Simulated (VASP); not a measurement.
# Mg (P6_3/mmc) in VASP: notebook

Runs on Mg. Level: PBEsol. Tasks: single point, relaxation of cell and atoms.

Everything below comes from runs of VASP 6.6.1. Logs are shortened: lines on timing, memory, paths and dates and some standing lists are left out, and cuts for length are marked.

### Step 1. The cell of the first run

Symmetry: P6_3/mmc, No. 194, hexagonal system. Conventional cell: a = 3.188 Å, b = 3.188 Å, c = 5.116 Å, α = 90.00°, β = 90.00°, γ = 120.00°. Within 4.1 Å of Mg (site symmetry -6m2) lie 12 Mg at 3.15 to 3.19 Å.

### Step 2. Single point, PBEsol

Contents of INCAR:

```
ALGO = Fast ; EDIFF = 1E-6
ENCUT = 520 ; GGA = PS
ISIF = 2 ; ISMEAR = 0
LASPH = T ; LCHARG = T
LELF = T ; LREAL = F
LVHAR = T ; LWAVE = F
NBANDS = 9 ; NELM = 60
PREC = Accurate ; SIGMA = 0.1
```

Contents of KPOINTS:

```
k-points
0
Gamma
  18 18 8
```

Contents of POSCAR:

```
Mg
1.0
    3.1875764345      0.0000000000      0.0000000000
   -1.5937882173      2.7605221688      0.0000000000
    0.0000000000      0.0000000000      5.1161971804
Mg
2
Direct
    0.3333333333      0.6666666667      0.2500000000
    0.6666666667      0.3333333333      0.7500000000
```

Potentials or basis: VASP PAW PBE potentials, release 64 (Mg).

Run with:

```sh
cat potpaw_PBE.64/Mg/POTCAR > POTCAR
mpirun -np 1 vasp_std > vasp.out
```

OUTCAR:

```text
EDIFF = 1E-6
   ENCUT = 520
   GGA = PS
   ISIF = 2
   ISMEAR = 0
   LASPH = T
   LREAL = F
   NELM = 60
   PREC = Accurate

 ion  position               nearest neighbor table
   1  0.333  0.667  0.250-   2 3.15   2 3.15   2 3.15   2 3.15   2 3.15   2 3.15
   2  0.667  0.333  0.750-   1 3.15   1 3.15   1 3.15   1 3.15   1 3.15   1 3.15

  LATTYP: Found a hexagonal cell.
 ALAT       =     3.1875764345
 C/A-ratio  =     1.6050429803

  Lattice vectors:

 A1 = (   3.1875764345,   0.0000000000,   0.0000000000)
 A2 = (  -1.5937882173,   2.7605221688,   0.0000000000)
 A3 = (   0.0000000000,   0.0000000000,   5.1161971804)

Analysis of symmetry for initial positions (statically):
=====================================================================
 Subroutine PRICEL returns:
 Original cell was already a primitive cell.

 Routine SETGRP: Setting up the symmetry group for a
 hexagonal supercell.

 Subroutine GETGRP returns: Found 24 space group operations
 (whereof 12 operations were pure point group operations)
 out of a pool of 24 trial point group operations.

The static configuration has the point symmetry D_3d.
 The point group associated with its full space group is D_6h.

Analysis of symmetry for dynamics (positions and initial velocities):
=====================================================================
 Subroutine PRICEL returns:
 Original cell was already a primitive cell.

 Routine SETGRP: Setting up the symmetry group for a
 hexagonal supercell.

 Subroutine GETGRP returns: Found 24 space group operations
 (whereof 12 operations were pure point group operations)
 out of a pool of 24 trial point group operations.

The dynamic configuration has the point symmetry D_3d.
 The point group associated with its full space group is D_6h.

 Subroutine INISYM returns: Found 24 space group operations
 (whereof 12 operations are pure point group operations),
 and found     1 'primitive' translations

----------------------------------------------------------------------------------------

                                     Primitive cell

  volume of cell :      45.0193

  direct lattice vectors                    reciprocal lattice vectors
     3.187576434  0.000000000  0.000000000     0.313717967  0.181125153  0.000000000
    -1.593788217  2.760522169  0.000000000     0.000000000  0.362250306  0.000000000
     0.000000000  0.000000000  5.116197180     0.000000000  0.000000000  0.195457674

  length of vectors
     3.187576434  3.187576435  5.116197180     0.362250306  0.362250306  0.195457674

  position of ions in fractional coordinates (direct lattice)
     0.333333333  0.666666667  0.250000000
     0.666666667  0.333333333  0.750000000

  ion indices of the primitive-cell ions
   primitive index   ion index
                 1           1
                 2           2

----------------------------------------------------------------------------------------

 KPOINTS: k-points

Automatic generation of k-mesh.
 Grid dimensions read from file:
 generate k-points for:   18   18    8

 Generating k-lattice:

  Cartesian coordinates                     Fractional coordinates (reciprocal lattice)
     0.017428776  0.010062508  0.000000000     0.055555556 -0.000000000  0.000000000
     0.000000000  0.020125017  0.000000000     0.000000000  0.055555556  0.000000000
     0.000000000  0.000000000  0.024432209     0.000000000  0.000000000  0.125000000

  Length of vectors
     0.020125017  0.020125017  0.024432209

  Shift w.r.t. Gamma in fractional coordinates (k-lattice)
     0.000000000  0.000000000  0.000000000

 Subroutine IBZKPT returns following result:
 ===========================================

 Found    185 irreducible k-points:

 Following reciprocal coordinates:
            Coordinates               Weight
  0.000000  0.000000  0.000000      1.000000
  0.055556 -0.000000  0.000000      6.000000
  0.111111 -0.000000  0.000000      6.000000
  0.166667  0.000000  0.000000      6.000000
  0.222222  0.000000  0.000000      6.000000
  0.277778 -0.000000  0.000000      6.000000
[... 16 lines left out ...]
  0.333333  0.111111  0.000000     12.000000
  0.388889  0.111111  0.000000     12.000000
 [... further k-points ...]
   k-points           NKPTS =    185   k-points in BZ     NKDIM =    185   number of bands    NBANDS=      9
   number of dos      NEDOS =    301   number of ions     NIONS =      2
   total plane-waves  NPLWV =  23040
   dimension x,y,z NGX =    24 NGY =   24 NGZ =   40
   dimension x,y,z NGXF=    48 NGYF=   48 NGZF=   80
   ions per type =               2
   NGX,Y,Z   is equivalent  to a cutoff of  12.52, 12.52, 13.00 a.u.
   NGXF,Y,Z  is equivalent  to a cutoff of  25.03, 25.03, 26.00 a.u.
 SYSTEM =  unknown system
   PREC   = accura    normal or accurate (medium, high low for compatibility)
   ISTART =      0    job   : 0-new  1-cont  2-samecut
   ICHARG =      2    charge: 1-file 2-atom 10-const
   ISPIN  =      1    spin polarized calculation?
   LNONCOLLINEAR =      F non collinear calculations
   LSORBIT =      F    spin-orbit coupling
   LASPH  =      T    aspherical Exc in radial PAW
   ENCUT  =  520.0 eV  38.22 Ry    6.18 a.u.   5.93  5.93  9.51*2*pi/ulx,y,z
   NELM   =     60;   NELMIN=  2; NELMDL= -5     # of ELM steps
   EDIFF  = 0.1E-05   stopping-criterion for ELM
   LREAL  =      F    real-space projection
   EDIFFG = 0.1E-04   stopping-criterion for IOM
   NSW    =      0    number of steps for IOM
   IBRION =     -1    ionic relax: 0-MD 1-quasi-New 2-CG
   NFREE  =      0    steps in history (QN), initial steepest desc. (CG)
   ISIF   =      2    stress and relaxation
   ISYM   =      2    0-nonsym 1-usesym 2-fastsym
   POTIM  = 0.5000    time-step for ionic-motion
   TEBEG  =    0.0;   TEEND  =   0.0 temperature during run
   PSTRESS=    0.0 pullay stress
   NELECT =       4.0000    total number of electrons
   NUPDOWN=      -1.0000    fix difference up-down
   EMIN   =  10.00;   EMAX   =-10.00  energy-range for DOS
   EFERMI =   0.00;   METHOD = LEGACY
   ISMEAR =     0;   SIGMA  =   0.10  broadening in eV -4-tet -1-fermi 0-gaus
   EFERMI_NEDOS =   21; number of points for ismear=-14 and -15
   IALGO  =     68    algorithm
   IMIX   =      4    mixing-type and parameters
     AMIX     =   0.40;   BMIX     =  1.00
     AMIX_MAG =   1.60;   BMIX_MAG =  1.00
  volume/ion in A,a.u.               =      22.51       151.90
  Fermi-wavevector in a.u.,A,eV,Ry     =   0.730514  1.380471  7.260756  0.533650
  Thomas-Fermi vector in A             =   1.822502
   LORBIT       =      0    0 simple, 1 ext, 2 COOP (PROOUT), +10 PAW based schemes
   GGA     = PS    functional components
   LHFCALC =     F    Hartree Fock is set to
   AEXX    =    0.0000 exact exchange contribution
   IVDW    =     0    specifies the selected vdW correction
   LEPSILON=     F    determine dielectric tensor
   LRPA    =     F    only Hartree local field effects (RPA)
 non-spin polarized calculation
 RMM-DIIS sequential band-by-band and
 Gauss-broadening in eV      SIGMA  =   0.10
  energy-cutoff  :      520.00
  volume of cell :       45.02
 maximum number of plane-waves:      1232
 NGX is ok and might be reduce to    24
   NGX = 11   NGY = 11   NGZ = 19

 number of electron       4.0000000 magnetization

 Free energy of the ion-electron system (eV)
  ---------------------------------------------------
  ext. energy  EPLUGINS =         0.00000000
  ---------------------------------------------------
  free energy    TOTEN  =        -3.45075315 eV

  energy without entropy =       -3.44628496  energy(sigma->0) =       -3.44851906

 E-fermi :   2.7036     XC(G=0):  -8.5954

 val. band max:        2.6889566201   @ k =   0.3889   0.0000   0.0000
 cond. band min:       2.7066435485   @ k =   0.3889   0.1111   0.3750
 fundamental gap:      0.0176869283
 Fermi energy:         2.7036422379

 k-point     1 :       0.0000    0.0000    0.0000
  band No.  band energies     occupation
      1      -4.3195      2.00000
      2       1.0378      2.00000
      3       1.5647      2.00000
      4      13.6125      0.00000
      5      13.6125      0.00000
      6      13.7426      0.00000
      7      13.7426      0.00000
      8      14.6790      0.00000
      9      16.1902      0.00000

 k-point     2 :       0.0556   -0.0000    0.0000
  band No.  band energies     occupation
      1      -4.2584      2.00000
      2       1.0934      2.00000
      3       1.6240      2.00000
      4      12.1993      0.00000
      5      12.8109      0.00000
      6      13.6091      0.00000
      7      14.6317      0.00000
      8      15.3733      0.00000
      9      16.8741      0.00000

 k-point     3 :       0.1111   -0.0000    0.0000
  band No.  band energies     occupation
      1      -4.0753      2.00000
      2       1.2602      2.00000
      3       1.8006      2.00000
      4      10.4877      0.00000
      5      12.0466      0.00000
      6      12.8554      0.00000
      7      15.2686      0.00000
      8      15.6036      0.00000
      9      15.6121      0.00000

 k-point     4 :       0.1667    0.0000    0.0000
  band No.  band energies     occupation
      1      -3.7709      2.00000
      2       1.5385      2.00000
      3       2.0912      2.00000
      4       8.8139      0.00000
      5      11.3836      0.00000
      6      12.0278      0.00000
      7      13.6130      0.00000
      8      14.6767      0.00000
      9      16.0220      0.00000

 k-point     5 :       0.2222    0.0000    0.0000
  band No.  band energies     occupation
      1      -3.3466      2.00000
      2       1.9283      2.00000
      3       2.4872      1.99779
      4       7.2276      0.00000
      5      10.8230      0.00000
      6      11.1769      0.00000
      7      12.0181      0.00000
      8      13.5694      0.00000
      9      15.3966      0.00000

 k-point     6 :       0.2778   -0.0000    0.0000
  band No.  band energies     occupation
      1      -2.8037      2.00000
      2       2.4299      1.99989
      3       2.9615      0.00027
      4       5.7661      0.00000
      5      10.2762      0.00000
      6      10.3651      0.00000
      7      10.5147      0.00000
      8      12.6145      0.00000
      9      14.8800      0.00000
[... 169 lines left out ...]
 k-point    21 :       0.2222    0.1111    0.0000
  band No.  band energies     occupation
      1      -2.6235      2.00000
      2       2.5972      1.86758
      3       3.1212      0.00000
      4       5.9126      0.00000
      5       7.8682      0.00000
      6      10.6583      0.00000
      7      11.5111      0.00000
      8      12.7750      0.00000
      9      13.6517      0.00000

 k-point    22 :       0.2778    0.1111    0.0000
  band No.  band energies     occupation
      1      -1.9656      2.00000
      2       3.2110      0.00000
      3       3.4841      0.00000
      4       4.7588      0.00000
      5       7.4383      0.00000
      6       9.2738      0.00000
      7      10.3283      0.00000
      8      12.3580      0.00000
      9      13.3256      0.00000

 k-point    23 :       0.3333    0.1111    0.0000
  band No.  band energies     occupation
      1      -1.1945      2.00000
      2       2.8557      0.03152
      3       3.9362      0.00000
      4       4.7780      0.00000
      5       7.0778      0.00000
      6       7.9903      0.00000
      7       9.2666      0.00000
      8      12.0647      0.00000
      9      13.0848      0.00000

 k-point    24 :       0.3889    0.1111    0.0000
  band No.  band energies     occupation
      1      -0.3137      2.00000
      2       1.7466      2.00000
      3       4.7693      0.00000
      4       5.4296      0.00000
      5       6.7032      0.00000
      6       6.8201      0.00000
      7       8.4576      0.00000
      8      11.8898      0.00000
      9      12.9376      0.00000

 [... further k-points ...]
[... 5 lines left out ...]
  --------------------------------------------------------------------------------------
  -------------------------------------------------------------------------------------
  Total       -0.0140776     -0.0140776     -0.0256427      0.0000000      0.0000000      0.0000000
  in kB       -0.5010028     -0.5010028     -0.9125889      0.0000000      0.0000000      0.0000000
  external PRESSURE =      -0.6381982 kB  Pullay stress =       0.0000000 kB

 VOLUME and BASIS-vectors are now :
 -----------------------------------------------------------------------------
  energy-cutoff  :      520.00
  volume of cell :       45.02
      direct lattice vectors                 reciprocal lattice vectors
     3.187576434  0.000000000  0.000000000     0.313717967  0.181125153  0.000000000
    -1.593788217  2.760522169  0.000000000     0.000000000  0.362250306  0.000000000
     0.000000000  0.000000000  5.116197180     0.000000000  0.000000000  0.195457674

 POSITION                                       TOTAL-FORCE (eV/Angst)
 -----------------------------------------------------------------------------------
     -0.00000      1.84035      1.27905         0.000000     -0.000000      0.000000
      1.59379      0.92017      3.83715        -0.000000      0.000000      0.000000
 -----------------------------------------------------------------------------------
    total drift:                                0.000000     -0.000000      0.000000

  FREE ENERGIE OF THE ION-ELECTRON SYSTEM (eV)
  ---------------------------------------------------
  free  energy   TOTEN  =        -3.4507531532 eV

  energy  without entropy=       -3.4462849621  energy(sigma->0) =       -3.44851906
```

It took 23 s on 1 thread of AMD EPYC 9R45 (Zen 5), shared host; peak memory 0.17 GiB.

What came out:

```
Free energy            : -3.4508 eV
Pressure               : -0.1 GPa
Band gap on the k mesh : zero (band 2 reaches 3.71 eV, above the bottom of band 3 at 1.56 eV)
```

Levels at points of the mesh, in eV from the Fermi level:
```tsv
k point	band 1	band 2	band 3	band 4	band 5
(0.00, 0.00, 0.00)	-7.02	-1.67	-1.14	10.91	10.91
(0.50, 0.00, 0.00)	-2.22	-2.20	2.69	3.04	3.40
(0.00, 0.00, 0.50)	-5.59	-5.59	5.26	5.26	11.67
(0.50, 0.00, 0.50)	-1.14	-1.14	-0.47	-0.47	8.05
```

Caveat: the PAW data sets were made with another functional, which shifts forces and pressure a little.

(Part 1 of 2 ends here.)
